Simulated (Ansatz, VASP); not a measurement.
**TiAl: VASP beside Ansatz**

```xyz
2
Lattice="3.1142 0.0000 0.0000 0.0000 3.1142 0.0000 0.0000 0.0000 3.1142" Properties=species:S:1:pos:R:3 pbc="T T T"
Ti    0.0000    0.0000    0.0000
Al    1.5571    1.5571    1.5571
```

Alike in both runs: task single point; functional PBE0; k mesh 4 × 4 × 4; occupations fermi-dirac, width 0.05 eV; no spin polarisation.

```csv
,VASP,Ansatz
version,VASP 6.6.1,Ansatz 0.2.0
potentials or method,"VASP PAW PBE potentials, release 64 (Ti_sv, Al)",Ansatz PAW
plane-wave cutoff (eV),520,420
valence electrons in the cell,15,15
```

```tsv
	VASP	Ansatz	Ansatz less VASP
gap on the k mesh at the Fermi level (eV)	none	none	-
pressure (GPa)	7.2	7.7	+0.51
```

A gap of «none» marks a metal or a gap that the smearing closes.

The k mesh is coarse, so the values compare programs but aren't converged.
